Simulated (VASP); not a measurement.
# Na (R-3m) in VASP: a series of runs, part 2 of 2

VASP 6.6.1.

**4. Single point, PBEsol**

This run uses another cell than the first one, of the same volume but with other edges.

Input file INCAR:

```
PREC     = Accurate       # precision mode
ENCUT    = 520            # plane-wave cutoff, eV
EDIFF    = 1E-6           # SCF threshold, eV
ISMEAR   = 0              # smearing method
SIGMA    = 0.15           # smearing width, eV
LREAL    = F              # projectors in reciprocal space
LASPH    = T              # aspherical terms in the spheres
NELM     = 60             # most SCF steps
ALGO     = Fast           # electronic algorithm
ISIF     = 2              # what is computed and relaxed
LWAVE    = F              # write WAVECAR
LCHARG   = F              # write CHGCAR
GGA      = PS             # functional
NBANDS   = 10             # bands
```

Input file KPOINTS:

```
Automatic mesh
0
Gamma
  8 8 8
```

Input file POSCAR:

```
Na
1.0
    7.0435970059     -0.3707156319     -0.3707156319
   -0.3707156319      7.0435970059     -0.3707156319
   -0.3707156319     -0.3707156319      7.0435970059
Na
1
Direct
    0.0000000000      0.0000000000      0.0000000000
```

Potentials or basis: VASP PAW PBE potentials, release 64 (Na_pv).

Run with:

```console
> cat potpaw_PBE.64/Na_pv/POTCAR > POTCAR
> mpirun -np 1 vasp_std > vasp.out
```

OUTCAR:

```text
PREC = Accurate
   ENCUT = 520
   EDIFF = 1E-6
   ISMEAR = 0
   LREAL = F
   LASPH = T
   NELM = 60
   ISIF = 2
   GGA = PS

 ion  position               nearest neighbor table
   1  0.000  0.000  0.000-

  LATTYP: Found a trigonal (rhomboedric) cell.
 ALAT       =     7.0630814055
 COS(alpha) =    -0.1019283747

  Lattice vectors:

 A1 = (   7.0435970059,  -0.3707156319,  -0.3707156319)
 A2 = (  -0.3707156319,   7.0435970059,  -0.3707156319)
 A3 = (  -0.3707156319,  -0.3707156319,   7.0435970059)

Analysis of symmetry for initial positions (statically):
=====================================================================
 Subroutine PRICEL returns:
 Original cell was already a primitive cell.

 Routine SETGRP: Setting up the symmetry group for a
 trigonal (rhombohedral) supercell.

 Subroutine GETGRP returns: Found 12 space group operations
 (whereof 12 operations were pure point group operations)
 out of a pool of 12 trial point group operations.

The static configuration has the point symmetry D_3d.

Analysis of symmetry for dynamics (positions and initial velocities):
=====================================================================
 Subroutine PRICEL returns:
 Original cell was already a primitive cell.

 Routine SETGRP: Setting up the symmetry group for a
 trigonal (rhombohedral) supercell.

 Subroutine GETGRP returns: Found 12 space group operations
 (whereof 12 operations were pure point group operations)
 out of a pool of 12 trial point group operations.

The dynamic configuration has the point symmetry D_3d.

 Subroutine INISYM returns: Found 12 space group operations
 (whereof 12 operations are pure point group operations),
 and found     1 'primitive' translations

----------------------------------------------------------------------------------------

                                     Primitive cell

  volume of cell :     346.4429

  direct lattice vectors                    reciprocal lattice vectors
     7.043597006 -0.370715632 -0.370715632     0.142808050  0.007933781  0.007933781
    -0.370715632  7.043597006 -0.370715632     0.007933781  0.142808050  0.007933781
    -0.370715632 -0.370715632  7.043597006     0.007933781  0.007933781  0.142808050

  length of vectors
     7.063081406  7.063081406  7.063081406     0.143248137  0.143248137  0.143248137

  position of ions in fractional coordinates (direct lattice)
     0.000000000  0.000000000  0.000000000

  ion indices of the primitive-cell ions
   primitive index   ion index
                 1           1

----------------------------------------------------------------------------------------

 KPOINTS: Automatic mesh

Automatic generation of k-mesh.
 Grid dimensions read from file:
 generate k-points for:    8    8    8

 Generating k-lattice:

  Cartesian coordinates                     Fractional coordinates (reciprocal lattice)
     0.017851006  0.000991723  0.000991723     0.125000000 -0.000000000 -0.000000000
     0.000991723  0.017851006  0.000991723    -0.000000000  0.125000000 -0.000000000
     0.000991723  0.000991723  0.017851006    -0.000000000 -0.000000000  0.125000000

  Length of vectors
     0.017906017  0.017906017  0.017906017

  Shift w.r.t. Gamma in fractional coordinates (k-lattice)
     0.000000000  0.000000000  0.000000000

 Subroutine IBZKPT returns following result:
 ===========================================

 Found     65 irreducible k-points:

 Following reciprocal coordinates:
            Coordinates               Weight
  0.000000  0.000000  0.000000      1.000000
  0.125000 -0.000000 -0.000000      6.000000
  0.250000 -0.000000 -0.000000      6.000000
  0.375000 -0.000000  0.000000      6.000000
  0.500000 -0.000000 -0.000000      3.000000
  0.125000  0.125000  0.000000      6.000000
[... 16 lines left out ...]
  0.250000  0.125000  0.125000      6.000000
  0.375000  0.125000  0.125000      6.000000
 [... further k-points ...]
   k-points           NKPTS =     65   k-points in BZ     NKDIM =     65   number of bands    NBANDS=     10
   number of dos      NEDOS =    301   number of ions     NIONS =      1
   total plane-waves  NPLWV = 157464
   dimension x,y,z NGX =    54 NGY =   54 NGZ =   54
   dimension x,y,z NGXF=   108 NGYF=  108 NGZF=  108
   ions per type =               1
   NGX,Y,Z   is equivalent  to a cutoff of  12.71, 12.71, 12.71 a.u.
   NGXF,Y,Z  is equivalent  to a cutoff of  25.42, 25.42, 25.42 a.u.
 SYSTEM =  unknown system
   PREC   = accura    normal or accurate (medium, high low for compatibility)
   ISTART =      0    job   : 0-new  1-cont  2-samecut
   ICHARG =      2    charge: 1-file 2-atom 10-const
   ISPIN  =      1    spin polarized calculation?
   LNONCOLLINEAR =      F non collinear calculations
   LSORBIT =      F    spin-orbit coupling
   LASPH  =      T    aspherical Exc in radial PAW
   ENCUT  =  520.0 eV  38.22 Ry    6.18 a.u.  13.13 13.13 13.13*2*pi/ulx,y,z
   NELM   =     60;   NELMIN=  2; NELMDL= -5     # of ELM steps
   EDIFF  = 0.1E-05   stopping-criterion for ELM
   LREAL  =      F    real-space projection
   EDIFFG = 0.1E-04   stopping-criterion for IOM
   NSW    =      0    number of steps for IOM
   IBRION =     -1    ionic relax: 0-MD 1-quasi-New 2-CG
   NFREE  =      0    steps in history (QN), initial steepest desc. (CG)
   ISIF   =      2    stress and relaxation
   ISYM   =      2    0-nonsym 1-usesym 2-fastsym
   POTIM  = 0.5000    time-step for ionic-motion
   TEBEG  =    0.0;   TEEND  =   0.0 temperature during run
   PSTRESS=    0.0 pullay stress
   NELECT =       7.0000    total number of electrons
   NUPDOWN=      -1.0000    fix difference up-down
   EMIN   =  10.00;   EMAX   =-10.00  energy-range for DOS
   EFERMI =   0.00;   METHOD = LEGACY
   ISMEAR =     0;   SIGMA  =   0.15  broadening in eV -4-tet -1-fermi 0-gaus
   EFERMI_NEDOS =   21; number of points for ismear=-14 and -15
   IALGO  =     68    algorithm
   IMIX   =      4    mixing-type and parameters
     AMIX     =   0.40;   BMIX     =  1.00
     AMIX_MAG =   1.60;   BMIX_MAG =  1.00
  volume/ion in A,a.u.               =     346.44      2337.91
  Fermi-wavevector in a.u.,A,eV,Ry     =   0.445893  0.842615  2.705114  0.198820
  Thomas-Fermi vector in A             =   1.423866
   LORBIT       =      0    0 simple, 1 ext, 2 COOP (PROOUT), +10 PAW based schemes
   GGA     = PS    functional components
   LHFCALC =     F    Hartree Fock is set to
   AEXX    =    0.0000 exact exchange contribution
   IVDW    =     0    specifies the selected vdW correction
   LEPSILON=     F    determine dielectric tensor
   LRPA    =     F    only Hartree local field effects (RPA)
 non-spin polarized calculation
 RMM-DIIS sequential band-by-band and
 Gauss-broadening in eV      SIGMA  =   0.15
  energy-cutoff  :      520.00
  volume of cell :      346.44
 maximum number of plane-waves:      9365
 NGX is ok and might be reduce to    54

 number of electron       7.0000019 magnetization

 Free energy of the ion-electron system (eV)
  ---------------------------------------------------
  ext. energy  EPLUGINS =         0.00000000
  ---------------------------------------------------
  free energy    TOTEN  =        -0.19069191 eV

  energy without entropy =       -0.14719261  energy(sigma->0) =       -0.16894226

 E-fermi :  -2.3038     XC(G=0):  -2.3980

 val. band max:       -2.3125912578   @ k =  -0.2500  -0.3750   0.1250
 cond. band min:      -2.2930915713   @ k =   0.2500   0.2500   0.2500
 fundamental gap:      0.0194996865
 Fermi energy:        -2.3037734201

 k-point     1 :       0.0000    0.0000    0.0000
  band No.  band energies     occupation
      1     -28.3823      2.00000
      2     -28.3814      2.00000
      3     -28.3814      2.00000
      4      -2.7016      1.99982
      5       0.3353      0.00000
      6       0.4618      0.00000
      7       0.4618      0.00000
      8       0.7235      0.00000
      9       1.1469      0.00000
     10       1.1469      0.00000

 k-point     2 :       0.1250   -0.0000   -0.0000
  band No.  band energies     occupation
      1     -28.3823      2.00000
      2     -28.3814      2.00000
      3     -28.3814      2.00000
      4      -2.6681      1.99941
      5      -0.0353      0.00000
      6       0.4061      0.00000
      7       0.4850      0.00000
      8       0.8868      0.00000
      9       1.1889      0.00000
     10       1.5672      0.00000
[... 274 lines left out ...]
 k-point    24 :       0.3750    0.1250    0.1250
  band No.  band energies     occupation
      1     -28.3823      2.00000
      2     -28.3814      2.00000
      3     -28.3814      2.00000
      4      -2.3765      1.50726
      5      -0.8994      0.00000
      6       0.0806      0.00000
      7       0.1994      0.00000
      8       1.6362      0.00000
      9       1.8562      0.00000
     10       1.9701      0.00000

 [... further k-points ...]
[... 5 lines left out ...]
  --------------------------------------------------------------------------------------
  -------------------------------------------------------------------------------------
  Total       -0.2763578     -0.2763578     -0.2763578      0.0221121      0.0221121      0.0221121
  in kB       -1.2780583     -1.2780583     -1.2780583      0.1022607      0.1022607      0.1022607
  external PRESSURE =      -1.2780583 kB  Pullay stress =       0.0000000 kB

 VOLUME and BASIS-vectors are now :
 -----------------------------------------------------------------------------
  energy-cutoff  :      520.00
  volume of cell :      346.44
      direct lattice vectors                 reciprocal lattice vectors
     7.043597006 -0.370715632 -0.370715632     0.142808050  0.007933781  0.007933781
    -0.370715632  7.043597006 -0.370715632     0.007933781  0.142808050  0.007933781
    -0.370715632 -0.370715632  7.043597006     0.007933781  0.007933781  0.142808050

 POSITION                                       TOTAL-FORCE (eV/Angst)
 -----------------------------------------------------------------------------------
      0.00000      0.00000      0.00000        -0.000000     -0.000000      0.000000
 -----------------------------------------------------------------------------------
    total drift:                                0.000000     -0.000000     -0.000000

  FREE ENERGIE OF THE ION-ELECTRON SYSTEM (eV)
  ---------------------------------------------------
  free  energy   TOTEN  =        -0.1906919065 eV

  energy  without entropy=       -0.1471926121  energy(sigma->0) =       -0.16894226
```

It took 2.1 min on 1 thread of Intel Xeon 6975P-C (Granite Rapids), shared host; peak memory 0.48 GiB.

Results:

- Free energy: -0.1907 eV
- Pressure: -0.1 GPa

Caveat: the PAW data sets were made with another functional, which shifts forces and pressure a little.

**5. The runs side by side**

```csv
cell,further INCAR settings,gap on the mesh (eV),pressure (GPa)
"a = 7.221 Å, angles 75.7°, 1 atom",ALGO = Fast; EDIFF = 1e-07; NBANDS = 10,none,-0.1
"a = 7.386 Å, angles 105.7°, 1 atom",ALGO = Fast; EDIFF = 1e-07; NBANDS = 10,none,-0.1
"a = 7.063 Å, angles 95.9°, 1 atom",ALGO = Fast; EDIFF = 1e-06; NBANDS = 10,none,-0.1
```

Alike in all rows: task single point; level PBEsol; potentials or basis VASP PAW PBE potentials, release 64 (Na_pv); no spin polarisation; k mesh 8 × 8 × 8; cutoff (eV) 520; smearing gaussian 0.15 eV.

Caveats: the PAW data sets were made with another functional, which shifts forces and pressure a little.

Total energies depend on the potentials used, so only differences within one code and one set of settings carry meaning.
